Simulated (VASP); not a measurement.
Wanted: the native input for a VASP 6.6.1 run.

```yaml
Task: single point
Functional: PBEsol
Potentials_or_basis: VASP PAW PBE potentials, release 64 (In_d)
Cutoff: 520 eV
k_mesh: 18 × 18 × 18
Occupations: gaussian, width 0.05 eV
Spin: no spin polarisation
Dipole_correction: no
Further_INCAR_settings: ALGO = Normal; EDIFF = 1e-06; NBANDS = 12
```

The structure of In lies in POSCAR:

```
In
1.0
   -1.5997690180      1.5997690180      2.4920426347
    1.5997690180     -1.5997690180      2.4920426347
    1.5997690180      1.5997690180     -2.4920426347
In
1
Direct
    0.0000000000      0.0000000000      0.0000000000
```

The input as run:

INCAR

```
SYSTEM = In
PREC = Accurate
ENCUT = 520
EDIFF = 1E-6
ISMEAR = 0
SIGMA = 0.05
LREAL = .FALSE.
LASPH = .TRUE.
NELM = 80
ALGO = Normal
ISIF = 2
LWAVE = .FALSE.
LCHARG = .FALSE.
GGA = PS
NBANDS = 12
```

KPOINTS

```
Automatic mesh
0
G
  18 18 18
  0 0 0
```

Potentials or basis: VASP PAW PBE potentials, release 64 (In_d).

Run with:

```console
$ cat potpaw_PBE.64/In_d/POTCAR > POTCAR
$ mpirun -np 1 vasp_std > vasp.out
```

Results of the run:

```json
{
  "Pressure": "-0.1 GPa",
  "Band gap on the k mesh": "zero (an odd number of electrons rules out a gap without spin polarisation)"
}
```

Caveat: the PAW data sets were made with another functional, which shifts forces and pressure a little; spin-orbit coupling is left out, which moves the levels of the heavy elements.

Run time: 2.1 min on 1 thread of Intel(R) Xeon(R) 6975P-C (Granite Rapids), with other jobs on the host, peak memory 0.26 GiB.
